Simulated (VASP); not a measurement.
SrO:

```
CELL_PARAMETERS angstrom
-0.07618 2.57130 2.57130
2.57130 -0.07618 2.57130
2.57130 2.57130 -0.07618
ATOMIC_POSITIONS crystal
Sr 0.00000 0.00000 0.00000
O 0.50000 0.50000 0.50000
```

This cell differs from its parent crystal: epitaxial 111 strain +2.6%.

Base run:

| Quantity | Value |
| --- | --- |
| Program | VASP 6.6.1 |
| Functional | PBE |
| Potentials or basis | VASP PAW PBE potentials, release 64 (Sr_sv, O) |
| Cutoff | 520 eV |
| k mesh | 8 × 8 × 8 |
| Occupations | fermi-dirac, width 0.02 eV |
| Spin | no spin polarisation |

Its results: band gap on the k mesh 3.21 eV (least direct gap 3.35 eV); pressure -0.7 GPa.

Problem. The run is repeated on the same cell with these changes: functional from PBE to r2SCAN; occupations from fermi-dirac, width 0.02 eV to gaussian, width 0.01 eV. What comes out?

Solution. Band gap on the k mesh 3.69 eV (least direct gap 3.83 eV); pressure -2.6 GPa.

Caveats: the PAW data sets were made with another functional, which shifts forces and pressure a little (at least some runs).

A k mesh can miss the band edges.
